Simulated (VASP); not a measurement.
Wanted: the native input for a VASP 6.6.1 run.

```
Task                   : single point
Functional             : PBE
Potentials or basis    : VASP PAW PBE potentials, release 64 (Ag)
Cutoff                 : 500 eV
k mesh                 : 18 × 18 × 18
Occupations            : gaussian, width 0.1 eV
Spin                   : no spin polarisation
Dipole correction      : no
Further INCAR settings : ALGO = Normal; EDIFF = 1e-06; NBANDS = 12
```

The structure of Ag lies in POSCAR:

```
Ag
1.0
    0.0000000000      2.0737956401      2.0737956401
    2.0737956401      0.0000000000      2.0737956401
    2.0737956401      2.0737956401      0.0000000000
Ag
1
Direct
    0.0000000000      0.0000000000      0.0000000000
```

These files were run (other wordings do the same):

INCAR

```
SYSTEM = Ag
PREC = Accurate ; ENCUT = 500
EDIFF = 1E-6 ; ISMEAR = 0
SIGMA = 0.1 ; LREAL = .FALSE.
LASPH = .TRUE. ; NELM = 120
ALGO = Normal ; ISIF = 2
LWAVE = .FALSE. ; LCHARG = .TRUE.
GGA = PE ; LELF = .TRUE.
LVHAR = .TRUE. ; NBANDS = 12
GGA_COMPAT = .FALSE.
```

KPOINTS

```
regular mesh
0
G
  18 18 18
  0 0 0
```

Potentials or basis: VASP PAW PBE potentials, release 64 (Ag).

Command:

```bash
$ cat potpaw_PBE.64/Ag/POTCAR > POTCAR
$ mpirun -np 1 vasp_std > vasp.out
```

It gave:

The pressure is -0.1 GPa and the band gap on the k mesh is zero (an odd number of electrons rules out a gap without spin polarisation).

Wall time 32 s on 1 thread of Intel(R) Xeon(R) Platinum 8175M CPU @ 2.50GHz (Skylake/Cascade Lake) (shared host), peak memory 0.17 GiB.
